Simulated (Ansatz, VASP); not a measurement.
# Si5Te: VASP beside Ansatz

Contents of INCAR:

```
SYSTEM = Si5Te
  PREC = Accurate
  ENCUT = 600
  EDIFF = 1E-6
  ISMEAR = 0
  SIGMA = 0.1
  LREAL = .False.
  LASPH = .True.
  NELM = 80
  ALGO = Normal
  ISIF = 3
  LWAVE = .False.
  LCHARG = .False.
  GGA = PE
  IBRION = 2
  NSW = 100
  EDIFFG = -0.01
```

The input KPOINTS:

```
regular mesh
0
Gamma
  12 12 4
  0 0 0
```

File POSCAR:

```
Si5Te
1.0
    3.0391165447      0.0000000000      0.0000000000
    0.0000000000      3.0391165447      0.0000000000
    0.0000000000      0.0000000000     11.6809215431
Si Te
5 1
Direct
    0.5000000000      0.5000000000      0.3580936553
    0.5000000000      0.5000000000      0.6419063447
    0.0000000000      0.0000000000      0.2317291753
    0.0000000000      0.0000000000      0.7682708247
    0.0000000000      0.0000000000      0.5000000000
    0.5000000000      0.5000000000      0.0000000000
```

Input for Ansatz:

```yaml
crystal:
  lattice:
    - [3.0391165447, 0.0, 0.0]
    - [0.0, 3.0391165447, 0.0]
    - [0.0, 0.0, 11.6809215431]
  atoms:
    - { symbol: Si, position: [0.5, 0.5, 0.3580936553] }
    - { symbol: Si, position: [0.5, 0.5, 0.6419063447] }
    - { symbol: Si, position: [0.0, 0.0, 0.2317291753] }
    - { symbol: Si, position: [0.0, 0.0, 0.7682708247] }
    - { symbol: Si, position: [0.0, 0.0, 0.5] }
    - { symbol: Te, position: [0.5, 0.5, 0.0] }
basis:
  ecutwfc: 420
kpoints:
  mp_grid: { grid: [12, 12, 4] }
hamiltonian:
  xc: pbe
scf:
  occupations: { method: gaussian, width: 0.1 }
output:
  forces: true
  stress: true
  eigenvalues: true
  write_density: true
  write_potential: true
  elf: true
  volumetric_format: npy
relax:
  adjacent_minimum: "off"
  f_tol: 0.01
  max_steps: 80
  cell: { stress_tol: 0.05 }
```

Change from the starting cell: species swapped into the Hf5Pb type (P4/mmm, No. 123).

Alike in both runs: task relaxation of cell and atoms; functional PBE; k mesh 12 × 12 × 4; occupations gaussian, width 0.1 eV; no spin polarisation.

|  | VASP | Ansatz |
| --- | --- | --- |
| version | VASP 6.6.1 | Ansatz 0.2.0 |
| potentials or method | VASP PAW PBE potentials, release 64 (Si, Te), cutoff 600 eV | scalar-relativistic, plane waves, PAW |
| valence electrons in the cell | 26 | 36 |

Ansatz gave:

| Property | Result |
| --- | --- |
| gap on the k mesh at the Fermi level, each at its own relaxed structure (eV) | none |
| relaxed volume (Å³/atom) | 18.09 |
| relaxed cell length with the largest relative difference (Å) | 10.001 |

Question: Which values does VASP return?

Answer: gap on the k mesh at the Fermi level, each at its own relaxed structure (eV): none; relaxed volume (Å³/atom): 18.07; relaxed cell length with the largest relative difference (Å): 9.990.

A gap of «none» marks a metal or a gap that the smearing closes. VASP's potentials hold 26 valence electrons a cell and Ansatz's 36, so a difference there can come from the potentials and not from the codes.

Neither program's run includes spin-orbit coupling. Noted on VASP's run: too few bands were computed for a metal, which touches its energy and stress.
